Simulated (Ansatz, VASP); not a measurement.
**Two plane-wave programs on Mn**

```
Mn
1.0
     2.69925    0.00000    0.00000
     0.00000    2.69925    0.00000
     0.00000    0.00000    3.64202
Mn
2
Direct
  0.00000 0.00000 0.00000
  0.50000 0.50000 0.50000
```

Alike in both runs: task single point; functional revPBE; k mesh 14 × 14 × 10; occupations fermi-dirac, width 0.05 eV; collinear spin.

```csv
,VASP,Ansatz
version,VASP 6.6.1,Ansatz 0.2.0
potentials or method,"VASP PAW PBE potentials, release 64 (Mn_pv), cutoff 520 eV","plane waves (420 eV) with PAW, scalar-relativistic"
valence electrons in the cell,26,30
```

VASP gave:

| Item | Value |
| --- | --- |
| pressure (GPa) | -9.8 |
| traceless stress, the component that is largest in VASP (GPa) | 1.21 |
| net moment per atom (μB) | 0.00 |
| size of the moment on the site where the two differ most (μB) | 2.62 |

Task: What did Ansatz give for the same quantities?

Result: Pressure (GPa): -10.3; traceless stress, the component that is largest in VASP (GPa): 1.13; net moment per atom (μB): 0.00; size of the moment on the site where the two differ most (μB): 2.58.

VASP's potentials were made for PBE, not for revPBE. Site moments also hang on the region over which each program counts them. With one functional, cell and mesh, what is left measures potentials, basis and numerics. VASP's potentials hold 26 valence electrons a cell and Ansatz's 30, so a difference there can come from the potentials and not from the codes.
